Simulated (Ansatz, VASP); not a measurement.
## Two plane-wave programs on Ru

Contents of INCAR:

```
SYSTEM = Ru
ALGO = Normal
EDIFF = 1E-6
ENCUT = 520
GGA = PE
ISIF = 2
ISMEAR = 0
LASPH = .True.
LCHARG = .False.
LREAL = .False.
LWAVE = .False.
NBANDS = 21
NELM = 80
PREC = Accurate
SIGMA = 0.6
```

KPOINTS

```
k-points
0
Gamma
  13 13 7
  0 0 0
```

Contents of POSCAR:

```
Ru
1.0
    2.7235595794      0.0000000000      0.0000000000
   -1.3617797897      2.3586717845      0.0000000000
    0.0000000000      0.0000000000      4.2890849607
Ru
2
Direct
    0.3333333333      0.6666666667      0.2500000000
    0.6666666667      0.3333333333      0.7500000000
```

Input for Ansatz:

```yaml
crystal:
  lattice:
    - [2.7235595794, 0.0, 0.0]
    - [-1.3617797897, 2.3586717845, 0.0]
    - [0.0, 0.0, 4.2890849607]
  atoms:
    - { symbol: Ru, position: [0.3333333333, 0.6666666667, 0.25] }
    - { symbol: Ru, position: [0.6666666667, 0.3333333333, 0.75] }
hamiltonian:
  xc: pbe
  pseudopotentials:
    kind: paw
    azcp:
      Ru: "pseudopotentials/Ru.paw.azcp"
basis:
  ecutwfc: 420
  fft_grid_basis: typed
kpoints:
  mp_grid: { grid: [13, 13, 7], shift: [0, 0, 0] }
magnetization:
  spin_polarized: false
scf:
  occupations: { method: gaussian, width: 0.6 }
  lower_state_search: "off"
output:
  stress: true
```

Alike in both runs: task single point; functional PBE; k mesh 13 × 13 × 7; occupations gaussian, width 0.6 eV; no spin polarisation.

```csv
,VASP,Ansatz
version,VASP 6.6.1,Ansatz 0.2.0
potentials or method,"VASP PAW PBE potentials, release 64 (Ru_pv), cutoff 520 eV","plane waves (420 eV) with PAW, scalar-relativistic"
valence electrons in the cell,28,32
```

```tsv
	VASP	Ansatz	Ansatz less VASP
pressure (GPa)	1.2	1.3	+0.09
traceless stress, the component that is largest in VASP (GPa)	0.92	0.91	-0.012
```

With one functional, cell and mesh, what is left measures potentials, basis and numerics. VASP's potentials hold 28 valence electrons a cell and Ansatz's 32, so a difference there can come from the potentials and not from the codes.
